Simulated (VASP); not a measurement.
# Cr (Im-3m) in VASP: further runs, part 2 of 3

VASP 6.6.1. The steps go on from the part before.

### Step 3. Single point, LDA

Input file INCAR:

```
SYSTEM = Cr
  ALGO = Normal
  EDIFF = 1E-6
  ENCUT = 500
  GGA = CA
  GGA_COMPAT = .FALSE.
  ISIF = 2
  ISMEAR = 0
  LASPH = .TRUE.
  LCHARG = .FALSE.
  LREAL = .FALSE.
  LWAVE = .FALSE.
  NBANDS = 12
  NELM = 120
  PREC = Accurate
  SIGMA = 0.6
```

Input file KPOINTS:

```
k-points
0
G
  16 16 16
  0 0 0
```

Input file POSCAR:

```
Cr
1.0
   -1.3942485114      1.3942485114      1.3942485114
    1.3942485114     -1.3942485114      1.3942485114
    1.3942485114      1.3942485114     -1.3942485114
Cr
1
Direct
    0.0000000000      0.0000000000      0.0000000000
```

Potentials or basis: VASP PAW LDA potentials, release 64 (Cr_pv).

On the command line:

```console
$ cat potpaw_LDA.64/Cr_pv/POTCAR > POTCAR
$ mpirun -np 1 vasp_std > vasp.out
```

OUTCAR:

```text
SYSTEM = Cr
   EDIFF = 1E-6
   ENCUT = 500
   GGA = CA
   ISIF = 2
   ISMEAR = 0
   LASPH = .TRUE.
   LREAL = .FALSE.
   NELM = 120
   PREC = Accurate

 ion  position               nearest neighbor table
   1  0.000  0.000  0.000-

  LATTYP: Found a body centered cubic cell.
 ALAT       =     2.7884970228

  Lattice vectors:

 A1 = (  -1.3942485114,   1.3942485114,   1.3942485114)
 A2 = (   1.3942485114,  -1.3942485114,   1.3942485114)
 A3 = (   1.3942485114,   1.3942485114,  -1.3942485114)

Analysis of symmetry for initial positions (statically):
=====================================================================
 Subroutine PRICEL returns:
 Original cell was already a primitive cell.

 Routine SETGRP: Setting up the symmetry group for a
 body centered cubic supercell.

 Subroutine GETGRP returns: Found 48 space group operations
 (whereof 48 operations were pure point group operations)
 out of a pool of 48 trial point group operations.

The static configuration has the point symmetry O_h .

Analysis of symmetry for dynamics (positions and initial velocities):
=====================================================================
 Subroutine PRICEL returns:
 Original cell was already a primitive cell.

 Routine SETGRP: Setting up the symmetry group for a
 body centered cubic supercell.

 Subroutine GETGRP returns: Found 48 space group operations
 (whereof 48 operations were pure point group operations)
 out of a pool of 48 trial point group operations.

The dynamic configuration has the point symmetry O_h .

 Subroutine INISYM returns: Found 48 space group operations
 (whereof 48 operations are pure point group operations),
 and found     1 'primitive' translations

----------------------------------------------------------------------------------------

                                     Primitive cell

  volume of cell :      10.8413

  direct lattice vectors                    reciprocal lattice vectors
    -1.394248511  1.394248511  1.394248511     0.000000000  0.358616126  0.358616126
     1.394248511 -1.394248511  1.394248511     0.358616126  0.000000000  0.358616126
     1.394248511  1.394248511 -1.394248511     0.358616126  0.358616126  0.000000000

  length of vectors
     2.414909260  2.414909260  2.414909260     0.507159789  0.507159789  0.507159789

  position of ions in fractional coordinates (direct lattice)
     0.000000000  0.000000000  0.000000000

  ion indices of the primitive-cell ions
   primitive index   ion index
                 1           1

----------------------------------------------------------------------------------------

 KPOINTS: k-points

Automatic generation of k-mesh.
 Grid dimensions read from file:
 generate k-points for:   16   16   16

 Generating k-lattice:

  Cartesian coordinates                     Fractional coordinates (reciprocal lattice)
     0.000000000  0.022413508  0.022413508     0.062500000  0.000000000  0.000000000
     0.022413508  0.000000000  0.022413508     0.000000000  0.062500000  0.000000000
     0.022413508  0.022413508  0.000000000     0.000000000  0.000000000  0.062500000

  Length of vectors
     0.031697487  0.031697487  0.031697487

  Shift w.r.t. Gamma in fractional coordinates (k-lattice)
     0.000000000  0.000000000  0.000000000

 Subroutine IBZKPT returns following result:
 ===========================================

 Found    145 irreducible k-points:

 Following reciprocal coordinates:
            Coordinates               Weight
  0.000000  0.000000  0.000000      1.000000
  0.062500  0.000000  0.000000     12.000000
  0.125000  0.000000  0.000000     12.000000
  0.187500  0.000000  0.000000     12.000000
  0.250000  0.000000  0.000000     12.000000
  0.312500  0.000000  0.000000     12.000000
[... 16 lines left out ...]
  0.187500  0.187500  0.000000     24.000000
  0.250000  0.187500  0.000000     48.000000
 [... further k-points ...]
   k-points           NKPTS =    145   k-points in BZ     NKDIM =    145   number of bands    NBANDS=     12
   number of dos      NEDOS =    301   number of ions     NIONS =      1
   total plane-waves  NPLWV =   5832
   dimension x,y,z NGX =    18 NGY =   18 NGZ =   18
   dimension x,y,z NGXF=    36 NGYF=   36 NGZF=   36
   ions per type =               1
   NGX,Y,Z   is equivalent  to a cutoff of  12.39, 12.39, 12.39 a.u.
   NGXF,Y,Z  is equivalent  to a cutoff of  24.78, 24.78, 24.78 a.u.
 SYSTEM =  Cr
   PREC   = accura    normal or accurate (medium, high low for compatibility)
   ISTART =      0    job   : 0-new  1-cont  2-samecut
   ICHARG =      2    charge: 1-file 2-atom 10-const
   ISPIN  =      1    spin polarized calculation?
   LNONCOLLINEAR =      F non collinear calculations
   LSORBIT =      F    spin-orbit coupling
   LASPH  =      T    aspherical Exc in radial PAW
   ENCUT  =  500.0 eV  36.75 Ry    6.06 a.u.   4.40  4.40  4.40*2*pi/ulx,y,z
   NELM   =    120;   NELMIN=  2; NELMDL= -5     # of ELM steps
   EDIFF  = 0.1E-05   stopping-criterion for ELM
   LREAL  =      F    real-space projection
   EDIFFG = 0.1E-04   stopping-criterion for IOM
   NSW    =      0    number of steps for IOM
   IBRION =     -1    ionic relax: 0-MD 1-quasi-New 2-CG
   NFREE  =      0    steps in history (QN), initial steepest desc. (CG)
   ISIF   =      2    stress and relaxation
   ISYM   =      2    0-nonsym 1-usesym 2-fastsym
   POTIM  = 0.5000    time-step for ionic-motion
   TEBEG  =    0.0;   TEEND  =   0.0 temperature during run
   PSTRESS=    0.0 pullay stress
   NELECT =      12.0000    total number of electrons
   NUPDOWN=      -1.0000    fix difference up-down
   EMIN   =  10.00;   EMAX   =-10.00  energy-range for DOS
   EFERMI =   0.00;   METHOD = LEGACY
   ISMEAR =     0;   SIGMA  =   0.60  broadening in eV -4-tet -1-fermi 0-gaus
   EFERMI_NEDOS =   21; number of points for ismear=-14 and -15
   IALGO  =     38    algorithm
   IMIX   =      4    mixing-type and parameters
     AMIX     =   0.40;   BMIX     =  1.00
     AMIX_MAG =   1.60;   BMIX_MAG =  1.00
  volume/ion in A,a.u.               =      10.84        73.16
  Fermi-wavevector in a.u.,A,eV,Ry     =   1.693460  3.200176 39.018901  2.867808
  Thomas-Fermi vector in A             =   2.774862
   LORBIT       =      0    0 simple, 1 ext, 2 COOP (PROOUT), +10 PAW based schemes
   GGA     = CA    functional components
   LHFCALC =     F    Hartree Fock is set to
   AEXX    =    0.0000 exact exchange contribution
   IVDW    =     0    specifies the selected vdW correction
   LEPSILON=     F    determine dielectric tensor
   LRPA    =     F    only Hartree local field effects (RPA)
 non-spin polarized calculation
 Gauss-broadening in eV      SIGMA  =   0.60
  energy-cutoff  :      500.00
  volume of cell :       10.84
 maximum number of plane-waves:       285
 NGX is ok and might be reduce to    18
   NGX =  9   NGY =  9   NGZ =  9

 number of electron      12.0000011 magnetization

 Free energy of the ion-electron system (eV)
  ---------------------------------------------------
  ext. energy  EPLUGINS =         0.00000000
  ---------------------------------------------------
  free energy    TOTEN  =       -10.69561101 eV

  energy without entropy =      -10.55199989  energy(sigma->0) =      -10.62380545

 E-fermi :  11.6812     XC(G=0): -14.3746

 val. band max:       11.6804293374   @ k =  -0.2500   0.3125   0.1250
 cond. band min:      11.6839662849   @ k =  -0.3125   0.3125   0.2500
 fundamental gap:      0.0035369474
 Fermi energy:        11.6811807303

 k-point     1 :       0.0000    0.0000    0.0000
  band No.  band energies     occupation
      1     -30.4802      2.00000
      2     -30.4802      2.00000
      3     -30.4802      2.00000
      4       3.7274      2.00000
      5      10.7470      1.97233
      6      10.7470      1.97233
      7      10.7470      1.97233
      8      12.9305      0.00323
      9      12.9305      0.00323
     10      17.1617      0.00000
     11      34.5507      0.00000
     12      34.5507      0.00000
[... 331 lines left out ...]
 k-point    24 :       0.2500    0.1875    0.0000
  band No.  band energies     occupation
      1     -31.3817      2.00000
      2     -30.8447      2.00000
      3     -30.5777      2.00000
      4       7.8146      2.00000
      5       9.3161      2.00000
      6      10.0310      1.99990
      7      12.5808      0.03396
      8      13.4343      0.00004
      9      15.2995      0.00000
     10      17.1610      0.00000
     11      26.3019      0.00000
     12      27.9283      0.00000

 [... further k-points ...]
[... 5 lines left out ...]
  --------------------------------------------------------------------------------------
  -------------------------------------------------------------------------------------
  Total        0.0644103      0.0644103      0.0644103     -0.0000000     -0.0000000      0.0000000
  in kB        9.5188651      9.5188651      9.5188651     -0.0000000     -0.0000000      0.0000000
  external PRESSURE =       9.5188651 kB  Pullay stress =       0.0000000 kB

 VOLUME and BASIS-vectors are now :
 -----------------------------------------------------------------------------
  energy-cutoff  :      500.00
  volume of cell :       10.84
      direct lattice vectors                 reciprocal lattice vectors
    -1.394248511  1.394248511  1.394248511     0.000000000  0.358616126  0.358616126
     1.394248511 -1.394248511  1.394248511     0.358616126  0.000000000  0.358616126
     1.394248511  1.394248511 -1.394248511     0.358616126  0.358616126  0.000000000

 POSITION                                       TOTAL-FORCE (eV/Angst)
 -----------------------------------------------------------------------------------
      0.00000      0.00000      0.00000         0.000000     -0.000000     -0.000000
 -----------------------------------------------------------------------------------
    total drift:                                0.000000     -0.000000      0.000000

  FREE ENERGIE OF THE ION-ELECTRON SYSTEM (eV)
  ---------------------------------------------------
  free  energy   TOTEN  =       -10.6956110091 eV

  energy  without entropy=      -10.5519998869  energy(sigma->0) =      -10.62380545
```

OSZICAR:

```text
N       E                     dE             d eps       ncg     rms          rms(c)
DAV:   1     0.761653325022E+02    0.76165E+02   -0.68961E+03  3504   0.117E+03
DAV:   2    -0.112245623116E+02   -0.87390E+02   -0.84019E+02  3556   0.292E+02
DAV:   3    -0.123292611757E+02   -0.11047E+01   -0.11002E+01  3776   0.396E+01
DAV:   4    -0.123346270298E+02   -0.53659E-02   -0.53658E-02  3740   0.277E+00
DAV:   5    -0.123346896391E+02   -0.62609E-04   -0.62610E-04  3740   0.274E-01    0.118E+01
DAV:   6    -0.107367749212E+02    0.15979E+01   -0.40839E+00  3628   0.347E+01    0.141E+00
DAV:   7    -0.107100623664E+02    0.26713E-01   -0.50863E-02  3544   0.318E+00    0.766E-01
DAV:   8    -0.106956025399E+02    0.14460E-01   -0.36278E-03  3784   0.980E-01    0.854E-02
DAV:   9    -0.106956056676E+02   -0.31278E-05   -0.40809E-04  3520   0.321E-01    0.153E-02
DAV:  10    -0.106956108314E+02   -0.51638E-05   -0.74532E-06  3812   0.474E-02    0.452E-03
DAV:  11    -0.106956110091E+02   -0.17763E-06   -0.25221E-07  1900   0.687E-03
   1 F= -.10695611E+02 E0= -.10623805E+02  d E =-.143611E+00
```

stdout:

```text
POSCAR found type information on POSCAR Cr
 POSCAR found :  1 types and       1 ions
 scaLAPACK will be used
 LDA part: xc-table for (Slater(with rela. corr.)+CA(PZ))
 , standard interpolation
 POSCAR, INCAR and KPOINTS ok, starting setup
 FFT: planning ... GRIDC
 FFT: planning ... GRID_SOFT
 FFT: planning ... GRID
 WAVECAR not read
 entering main loop
```

Run time: 22 s. Hardware: 1 thread of AMD EPYC 7R13, shared host; peak memory 0.09 GiB.

What came out:

```yaml
Free_energy: -10.6956 eV
Pressure: 1.0 GPa
Band_gap_on_the_k_mesh: zero (bands 6 and 7 overlap by 3.71 eV)
```

Levels at points of the mesh, in eV from the Fermi level:
```
           k point  band 4  band 5  band 6  band 7  band 8  band 9
(0.00, 0.00, 0.00)   -7.95   -0.93   -0.93   -0.93    1.25    1.25
(0.50, 0.00, 0.00)   -4.70   -2.63    1.28    1.44    1.63    3.21
(0.50, 0.50, 0.50)   -4.70   -4.70    2.77    2.77    2.77    5.48
```

Caveat: so wide a smearing shifts energies and pressures; an empty level that is flat over the whole mesh can mark a ghost state of the potentials, or a narrow d or f band; the run has no spin polarisation, though such a crystal can be magnetic. Spin polarisation is off, so any magnetic state and its effect on volume and gap are missing.

(Continued in part 3 of 3.)
